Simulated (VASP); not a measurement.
# SmF (P4/mmm) in VASP: single point with PBE

Aim: the single point of SmF with PBE.

All numbers are computed with VASP 6.6.1; they aren't measurements. Logs are shortened: lines on timing, memory, paths and dates and some standing lists are left out, and cuts for length are marked.

**1. The cell of the first run**

The structure is tetragonal, space group P4/mmm (No. 123). Conventional cell: a = 3.293 Å, b = 3.293 Å, c = 3.326 Å, α = 90.00°, β = 90.00°, γ = 90.00°. Within 3.8 Å of Sm (site symmetry 4/mmm) lie 8 F at 2.86 Å and 6 Sm at 3.29 to 3.33 Å. F (site symmetry 4/mmm) has 8 Sm at 2.86 Å and 6 F at 3.29 to 3.33 Å within 3.8 Å.

**2. Single point, PBE**

File POSCAR:

```
SmF
1.0
    3.2932283495      0.0000000000      0.0000000000
    0.0000000000      3.2932283495      0.0000000000
    0.0000000000      0.0000000000      3.3261665235
Sm F
1 1
Direct
    0.5000000000      0.5000000000      0.5000000000
    0.0000000000      0.0000000000      0.0000000000
```

File INCAR.step1:

```
SYSTEM = SmF
ALGO = Normal
EDIFF = 1E-6
ENCUT = 520
GGA = PE
ISIF = 2
ISMEAR = 0
LASPH = .TRUE.
LCHARG = .TRUE.
LMAXMIX = 6
LREAL = .FALSE.
LWAVE = .FALSE.
NBANDS = 18
NELM = 80
PREC = Accurate
SIGMA = 0.1
```

File KPOINTS.step1:

```
k-points
0
G
  18 18 14
  0 0 0
```

File INCAR.step2:

```
SYSTEM = SmF
ALGO = Normal
EDIFF = 1E-6
ENCUT = 520
GGA = PE
ICHARG = 11
ISIF = 2
ISMEAR = -5
LASPH = .TRUE.
LCHARG = .FALSE.
LMAXMIX = 6
LORBIT = 10
LREAL = .FALSE.
LWAVE = .FALSE.
NBANDS = 18
NEDOS = 1001
NELM = 80
PREC = Accurate
SIGMA = 0.1
```

File KPOINTS.step2:

```
k-points
0
G
  27 27 21
  0 0 0
```

Potentials or basis: VASP PAW PBE potentials, release 64 (Sm, F).

Started as:

```console
$ cat potpaw_PBE.64/Sm/POTCAR potpaw_PBE.64/F/POTCAR > POTCAR
$ cp INCAR.step1 INCAR
$ cp KPOINTS.step1 KPOINTS
$ mpirun -np 1 vasp_std > vasp.out
$ cp INCAR.step2 INCAR
$ cp KPOINTS.step2 KPOINTS
$ mpirun -np 1 vasp_std > vasp.out
```

OUTCAR:

```text
SYSTEM = SmF
   EDIFF = 1E-6
   ENCUT = 520
   GGA = PE
   ICHARG = 11
   ISIF = 2
   ISMEAR = -5
   LASPH = .TRUE.
   LORBIT = 10
   LREAL = .FALSE.
   NELM = 80
   PREC = Accurate

 ion  position               nearest neighbor table
   1  0.500  0.500  0.500-
   2  0.000  0.000  0.000-

  LATTYP: Found a simple tetragonal cell.
 ALAT       =     3.2932283495
 C/A-ratio  =     1.0100017887

  Lattice vectors:

 A1 = (   3.2932283495,   0.0000000000,   0.0000000000)
 A2 = (   0.0000000000,   3.2932283495,   0.0000000000)
 A3 = (   0.0000000000,   0.0000000000,   3.3261665235)

Analysis of symmetry for initial positions (statically):
=====================================================================
 Subroutine PRICEL returns:
 Original cell was already a primitive cell.

 Routine SETGRP: Setting up the symmetry group for a
 simple tetragonal supercell.

 Subroutine GETGRP returns: Found 16 space group operations
 (whereof 16 operations were pure point group operations)
 out of a pool of 16 trial point group operations.

The static configuration has the point symmetry D_4h.

Analysis of symmetry for dynamics (positions and initial velocities):
=====================================================================
 Subroutine PRICEL returns:
 Original cell was already a primitive cell.

 Routine SETGRP: Setting up the symmetry group for a
 simple tetragonal supercell.

 Subroutine GETGRP returns: Found 16 space group operations
 (whereof 16 operations were pure point group operations)
 out of a pool of 16 trial point group operations.

The dynamic configuration has the point symmetry D_4h.

 Subroutine INISYM returns: Found 16 space group operations
 (whereof 16 operations are pure point group operations),
 and found     1 'primitive' translations

----------------------------------------------------------------------------------------

                                     Primitive cell

  volume of cell :      36.0734

  direct lattice vectors                    reciprocal lattice vectors
     3.293228350  0.000000000  0.000000000     0.303653404  0.000000000  0.000000000
     0.000000000  3.293228350  0.000000000     0.000000000  0.303653404  0.000000000
     0.000000000  0.000000000  3.326166523     0.000000000  0.000000000  0.300646403

  length of vectors
     3.293228350  3.293228350  3.326166523     0.303653404  0.303653404  0.300646403

  position of ions in fractional coordinates (direct lattice)
     0.500000000  0.500000000  0.500000000
     0.000000000  0.000000000  0.000000000

  ion indices of the primitive-cell ions
   primitive index   ion index
                 1           1
                 2           2

----------------------------------------------------------------------------------------

 KPOINTS: k-points

Automatic generation of k-mesh.
 Grid dimensions read from file:
 generate k-points for:   27   27   21

 Generating k-lattice:

  Cartesian coordinates                     Fractional coordinates (reciprocal lattice)
     0.011246422  0.000000000  0.000000000     0.037037037  0.000000000  0.000000000
     0.000000000  0.011246422  0.000000000     0.000000000  0.037037037  0.000000000
     0.000000000  0.000000000  0.014316495     0.000000000  0.000000000  0.047619048

  Length of vectors
     0.011246422  0.011246422  0.014316495

  Shift w.r.t. Gamma in fractional coordinates (k-lattice)
     0.000000000  0.000000000  0.000000000

 TETIRR: Found  22915 inequivalent tetrahedra from    91854

 Subroutine IBZKPT returns following result:
 ===========================================

 Found   1155 irreducible k-points:

 Following reciprocal coordinates:
            Coordinates               Weight
  0.000000  0.000000  0.000000      1.000000
  0.037037  0.000000  0.000000      4.000000
  0.074074  0.000000  0.000000      4.000000
  0.111111  0.000000  0.000000      4.000000
  0.148148  0.000000  0.000000      4.000000
  0.185185  0.000000  0.000000      4.000000
[... 16 lines left out ...]
  0.333333  0.037037  0.000000      8.000000
  0.370370  0.037037  0.000000      8.000000
 [... further k-points ...]
   k-points           NKPTS =   1155   k-points in BZ     NKDIM =   1155   number of bands    NBANDS=     18
   number of dos      NEDOS =   1001   number of ions     NIONS =      2
   total plane-waves  NPLWV =  16128
   dimension x,y,z NGX =    24 NGY =   24 NGZ =   28
   dimension x,y,z NGXF=    48 NGYF=   48 NGZF=   56
   ions per type =               1   1
   NGX,Y,Z   is equivalent  to a cutoff of  12.12, 12.12, 13.99 a.u.
   NGXF,Y,Z  is equivalent  to a cutoff of  24.23, 24.23, 27.99 a.u.
 SYSTEM =  SmF
   PREC   = accura    normal or accurate (medium, high low for compatibility)
   ISTART =      0    job   : 0-new  1-cont  2-samecut
   ICHARG =     11    charge: 1-file 2-atom 10-const
   ISPIN  =      1    spin polarized calculation?
   LNONCOLLINEAR =      F non collinear calculations
   LSORBIT =      F    spin-orbit coupling
   LASPH  =      T    aspherical Exc in radial PAW
   ENCUT  =  520.0 eV  38.22 Ry    6.18 a.u.   6.12  6.12  6.18*2*pi/ulx,y,z
   NELM   =     80;   NELMIN=  2; NELMDL=  0     # of ELM steps
   EDIFF  = 0.1E-05   stopping-criterion for ELM
   LREAL  =      F    real-space projection
   EDIFFG = 0.1E-04   stopping-criterion for IOM
   NSW    =      0    number of steps for IOM
   IBRION =     -1    ionic relax: 0-MD 1-quasi-New 2-CG
   NFREE  =      0    steps in history (QN), initial steepest desc. (CG)
   ISIF   =      2    stress and relaxation
   ISYM   =      2    0-nonsym 1-usesym 2-fastsym
   POTIM  = 0.5000    time-step for ionic-motion
   TEBEG  =    0.0;   TEEND  =   0.0 temperature during run
   PSTRESS=    0.0 pullay stress
   NELECT =      23.0000    total number of electrons
   NUPDOWN=      -1.0000    fix difference up-down
   EMIN   =  10.00;   EMAX   =-10.00  energy-range for DOS
   EFERMI =   0.00;   METHOD = LEGACY
   ISMEAR =    -5;   SIGMA  =   0.10  broadening in eV -4-tet -1-fermi 0-gaus
   EFERMI_NEDOS =   21; number of points for ismear=-14 and -15
   IALGO  =     38    algorithm
   IMIX   =      4    mixing-type and parameters
     AMIX     =   0.40;   BMIX     =  1.00
     AMIX_MAG =   1.60;   BMIX_MAG =  1.00
  volume/ion in A,a.u.               =      18.04       121.72
  Fermi-wavevector in a.u.,A,eV,Ry     =   1.409034  2.662689 27.012701  1.985378
  Thomas-Fermi vector in A             =   2.531131
   LORBIT       =     10    0 simple, 1 ext, 2 COOP (PROOUT), +10 PAW based schemes
   GGA     = PE    functional components
   LHFCALC =     F    Hartree Fock is set to
   AEXX    =    0.0000 exact exchange contribution
   IVDW    =     0    specifies the selected vdW correction
   LEPSILON=     F    determine dielectric tensor
   LRPA    =     F    only Hartree local field effects (RPA)
 non-spin polarized calculation
 Fermi weights with tetrahedron method with Bloechl corrections
  energy-cutoff  :      520.00
  volume of cell :       36.07
 maximum number of plane-waves:       989

 number of electron      23.0000010 magnetization

 Free energy of the ion-electron system (eV)
  ---------------------------------------------------
  ext. energy  EPLUGINS =         0.00000000
  ---------------------------------------------------
  free energy    TOTEN  =        -9.77823088 eV

  energy without entropy =       -9.77823088  energy(sigma->0) =       -9.77823088

 E-fermi :   5.1509     XC(G=0): -10.6928

 val. band max:        5.1539314738   @ k =   0.3333   0.2963   0.3333
 cond. band min:       5.1473523389   @ k =   0.2593   0.2222   0.2857
 fundamental gap:     -0.0065791349
 Fermi energy:         5.1508578906

 k-point     1 :       0.0000    0.0000    0.0000
  band No.  band energies     occupation
      1     -34.9249      2.00000
      2     -20.5784      2.00000
      3     -14.2622      2.00000
      4     -14.1980      2.00000
      5     -14.1980      2.00000
      6      -1.7739      2.00000
[... 10 lines left out ...]
     17       5.3984      0.00000
     18       5.3984      0.00000

 k-point     2 :       0.0370    0.0000    0.0000
  band No.  band energies     occupation
      1     -34.9234      2.00000
      2     -20.5795      2.00000
      3     -14.2603      2.00000
      4     -14.2126      2.00000
      5     -14.1961      2.00000
      6      -1.7765      2.00000
[... 10 lines left out ...]
     17       5.3987      0.00000
     18       5.4032      0.00000

 k-point     3 :       0.0741    0.0000    0.0000
  band No.  band energies     occupation
      1     -34.9188      2.00000
      2     -20.5823      2.00000
      3     -14.2553      2.00000
      4     -14.2547      2.00000
      5     -14.1906      2.00000
      6      -1.8438      2.00000
[... 10 lines left out ...]
     17       5.3995      0.00000
     18       5.4197      0.00000

 k-point     4 :       0.1111    0.0000    0.0000
  band No.  band energies     occupation
      1     -34.9114      2.00000
      2     -20.5866      2.00000
      3     -14.3229      2.00000
      4     -14.2456      2.00000
      5     -14.1817      2.00000
      6      -1.9487      2.00000
[... 375 lines left out ...]
      4     -14.1680      2.00000
      5     -14.1238      2.00000
      6      -2.6659      2.00000
[... 10 lines left out ...]
     17       5.4686      0.00000
     18       7.0841      0.00000

 k-point    23 :       0.3333    0.0370    0.0000
  band No.  band energies     occupation
      1     -34.8354      2.00000
      2     -20.6354      2.00000
      3     -14.9335      2.00000
      4     -14.1524      2.00000
      5     -14.1091      2.00000
      6      -2.7891      2.00000
[... 10 lines left out ...]
     17       5.5946      0.00000
     18       7.6631      0.00000

 k-point    24 :       0.3704    0.0370    0.0000
  band No.  band energies     occupation
      1     -34.8243      2.00000
      2     -20.6437      2.00000
      3     -15.0150      2.00000
      4     -14.1388      2.00000
      5     -14.0961      2.00000
      6      -2.8926      2.00000
[... 10 lines left out ...]
     17       5.7610      0.00000
     18       8.2103      0.00000

 [... further k-points ...]

------------------------ aborting loop because EDIFF is reached ----------------------------------------

  FORCE on cell =-STRESS in cart. coord.  units (eV):
  Direction    XX          YY          ZZ          XY          YZ          ZX
  --------------------------------------------------------------------------------------
  -------------------------------------------------------------------------------------
  Total       -2.3491446     -2.3491446     -2.0520912      0.0000000     -0.0000000     -0.0000000
  in kB     -104.3356346   -104.3356346    -91.1422116      0.0000000     -0.0000000     -0.0000000
  external PRESSURE =     -99.9378269 kB  Pullay stress =       0.0000000 kB

 VOLUME and BASIS-vectors are now :
 -----------------------------------------------------------------------------
  energy-cutoff  :      520.00
  volume of cell :       36.07
      direct lattice vectors                 reciprocal lattice vectors
     3.293228350  0.000000000  0.000000000     0.303653404  0.000000000  0.000000000
     0.000000000  3.293228350  0.000000000     0.000000000  0.303653404  0.000000000
     0.000000000  0.000000000  3.326166523     0.000000000  0.000000000  0.300646403

 POSITION                                       TOTAL-FORCE (eV/Angst)
 -----------------------------------------------------------------------------------
      1.64661      1.64661      1.66308         0.000000      0.000000      0.000000
      0.00000      0.00000      0.00000         0.000000      0.000000      0.000000
 -----------------------------------------------------------------------------------
    total drift:                                0.000000      0.000000     -0.000000

  FREE ENERGIE OF THE ION-ELECTRON SYSTEM (eV)
  ---------------------------------------------------
  free  energy   TOTEN  =        -9.7782308819 eV

  energy  without entropy=       -9.7782308819  energy(sigma->0) =       -9.77823088

 total charge

# of ion       s       p       d       f       tot
--------------------------------------------------
    1        2.013   5.537   0.594   5.507  13.651
    2        1.749   4.281   0.000   0.000   6.030
--------------------------------------------------
tot          3.762   9.818   0.594   5.507  19.681
```

Wall time 6.4 min (1 thread of Intel Xeon 6975P-C (Granite Rapids), shared host); peak memory 0.97 GiB.

What came out:

* Valence electrons inside the program's atomic spheres: Sm 13.65; F 6.03

Caveat: spin-orbit coupling is left out, which moves the levels of the heavy elements; an odd number of electrons without spin polarisation forces a metal; a magnetic or distorted state may lie lower; the run has no spin polarisation, though such a crystal can be magnetic; semilocal functionals describe open f shells poorly, which spoils levels, moments and volumes.
